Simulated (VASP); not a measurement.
# Ir (Fm-3m) in VASP: further runs, part 2 of 2

VASP 6.6.1.

### Step 5. Single point, r2SCAN

This run uses another cell than the first one, of 14.20 Å³/atom, 1.064 times its volume.

Contents of POSCAR:

```
Ir
1.0
    0.0000000000      1.9220797794      1.9220797794
    1.9220797794      0.0000000000      1.9220797794
    1.9220797794      1.9220797794      0.0000000000
Ir
1
Direct
    0.0000000000      0.0000000000      0.0000000000
```

Contents of INCAR.step1:

```
PREC     = Accurate       # precision mode
ENCUT    = 520            # plane-wave cutoff, eV
ISMEAR   = 0              # smearing method
SIGMA    = 0.1            # smearing width, eV
LREAL    = F              # projectors in reciprocal space
LASPH    = T              # aspherical terms in the spheres
NELM     = 60             # most SCF steps
NBANDS   = 10             # bands
GGA      = PE             # functional
ALGO     = Normal         # electronic algorithm
EDIFF    = 1E-4           # SCF threshold, eV
LWAVE    = T              # write WAVECAR
LCHARG   = F              # write CHGCAR
```

Contents of INCAR.step2:

```
PREC     = Accurate       # precision mode
ENCUT    = 520            # plane-wave cutoff, eV
EDIFF    = 1E-6           # SCF threshold, eV
ISMEAR   = 0              # smearing method
SIGMA    = 0.1            # smearing width, eV
LREAL    = F              # projectors in reciprocal space
LASPH    = T              # aspherical terms in the spheres
NELM     = 60             # most SCF steps
ALGO     = Normal         # electronic algorithm
ISIF     = 2              # what is computed and relaxed
LWAVE    = F              # write WAVECAR
LCHARG   = F              # write CHGCAR
METAGGA  = R2SCAN         # meta-GGA
LMIXTAU  = T            
NBANDS   = 10             # bands
ISTART   = 1
```

Contents of KPOINTS:

```
regular mesh
0
Gamma
  18 18 18
```

Potentials or basis: VASP PAW PBE potentials, release 64 (Ir).

Started as:

```console
> cat potpaw_PBE.64/Ir/POTCAR > POTCAR
> cp INCAR.step1 INCAR
> mpirun -np 1 vasp_std > vasp.out
> cp INCAR.step2 INCAR
> mpirun -np 1 vasp_std > vasp.out
```

OUTCAR:

```text
PREC = Accurate
   ENCUT = 520
   EDIFF = 1E-6
   ISMEAR = 0
   LREAL = F
   LASPH = T
   NELM = 60
   ISIF = 2
   METAGGA = R2SCAN
   ISTART = 1

 ion  position               nearest neighbor table
   1  0.000  0.000  0.000-

  LATTYP: Found a face centered cubic cell.
 ALAT       =     3.8441595588

  Lattice vectors:

 A1 = (   0.0000000000,   1.9220797794,   1.9220797794)
[... 490 lines left out ...]
      8      27.8590      0.00000
      9      33.1874      0.00000
     10      34.5727      0.00000

 [... further k-points ...]

------------------------ aborting loop because EDIFF is reached ----------------------------------------

  FORCE on cell =-STRESS in cart. coord.  units (eV):
  Direction    XX          YY          ZZ          XY          YZ          ZX
  --------------------------------------------------------------------------------------
  -------------------------------------------------------------------------------------
  Total        0.2206298      0.2206298      0.2206298     -0.0000000      0.0000000     -0.0000000
  in kB       24.8903263     24.8903263     24.8903263     -0.0000000      0.0000000     -0.0000000
  external PRESSURE =      24.8903263 kB  Pullay stress =       0.0000000 kB

 VOLUME and BASIS-vectors are now :
 -----------------------------------------------------------------------------
  energy-cutoff  :      520.00
  volume of cell :       14.20
      direct lattice vectors                 reciprocal lattice vectors
     0.000000000  1.922079779  1.922079779    -0.260134884  0.260134884  0.260134884
     1.922079779  0.000000000  1.922079779     0.260134884 -0.260134884  0.260134884
     1.922079779  1.922079779  0.000000000     0.260134884  0.260134884 -0.260134884

 POSITION                                       TOTAL-FORCE (eV/Angst)
 -----------------------------------------------------------------------------------
      0.00000      0.00000      0.00000         0.000000      0.000000      0.000000
 -----------------------------------------------------------------------------------
    total drift:                                0.000000      0.000000     -0.000000

  FREE ENERGIE OF THE ION-ELECTRON SYSTEM (eV)
  ---------------------------------------------------
  free  energy   TOTEN  =       -52.3697005047 eV

  energy  without entropy=      -52.3647271035  energy(sigma->0) =      -52.36721380
```

OUTCAR.step1:

```text
PREC = Accurate
   ENCUT = 520
   ISMEAR = 0
   LREAL = F
   LASPH = T
[... 527 lines left out ...]

 POSITION                                       TOTAL-FORCE (eV/Angst)
 -----------------------------------------------------------------------------------
      0.00000      0.00000      0.00000         0.000000      0.000000     -0.000000
 -----------------------------------------------------------------------------------
    total drift:                                0.000000     -0.000000     -0.000000

  FREE ENERGIE OF THE ION-ELECTRON SYSTEM (eV)
  ---------------------------------------------------
  free  energy   TOTEN  =        -8.8458163898 eV

  energy  without entropy=       -8.8406699632  energy(sigma->0) =       -8.84324318
```

OSZICAR.step1:

```text
N       E                     dE             d eps       ncg     rms          rms(c)
DAV:   1     0.475863594343E+02    0.47586E+02   -0.43545E+03  3932   0.816E+02
DAV:   2    -0.850863342899E+01   -0.56095E+02   -0.53362E+02  3992   0.196E+02
DAV:   3    -0.939280651567E+01   -0.88417E+00   -0.88121E+00  4534   0.299E+01
DAV:   4    -0.940092892071E+01   -0.81224E-02   -0.81210E-02  4398   0.264E+00
DAV:   5    -0.940109030561E+01   -0.16138E-03   -0.16138E-03  4514   0.355E-01    0.151E+01
DAV:   6    -0.893788881411E+01    0.46320E+00   -0.80713E-01  4354   0.110E+01    0.620E+00
DAV:   7    -0.885192488407E+01    0.85964E-01   -0.25906E-01  4654   0.575E+00    0.148E+00
DAV:   8    -0.884804809634E+01    0.38768E-02   -0.22407E-03  4252   0.518E-01    0.855E-01
DAV:   9    -0.884580983086E+01    0.22383E-02   -0.15390E-03  4436   0.546E-01    0.129E-02
DAV:  10    -0.884581638976E+01   -0.65589E-05   -0.76437E-06  2102   0.257E-02
   1 F= -.88458164E+01 E0= -.88432432E+01  d E =-.514643E-02
```

Wall time 72 s (1 thread of Intel Xeon Platinum 8259CL at 2.50GHz (Skylake/Cascade Lake), shared host); peak memory 0.15 GiB.

Results:

- Free energy: -52.3697 eV
- Pressure: 2.5 GPa

Caveat: the PAW data sets were made with another functional, which shifts forces and pressure a little; spin-orbit coupling is left out, which moves the levels of the heavy elements.

### Step 6. Overview

```tsv
cell	gap on the mesh (eV)	pressure (GPa)
a = 2.663 Å, angles 60.0°, 1 atom	none	30.8
a = 2.691 Å, angles 60.0°, 1 atom	none	15.4
a = 2.718 Å, angles 60.0°, 1 atom	none	2.5
```

Alike in all rows: task single point; level r2SCAN; potentials or basis VASP PAW PBE potentials, release 64 (Ir); no spin polarisation; k mesh 18 × 18 × 18; cutoff (eV) 520; smearing gaussian 0.1 eV.

Caveats: the PAW data sets were made with another functional, which shifts forces and pressure a little; spin-orbit coupling is left out, which moves the levels of the heavy elements.

Absolute energies hang on the potentials; compare differences alone.
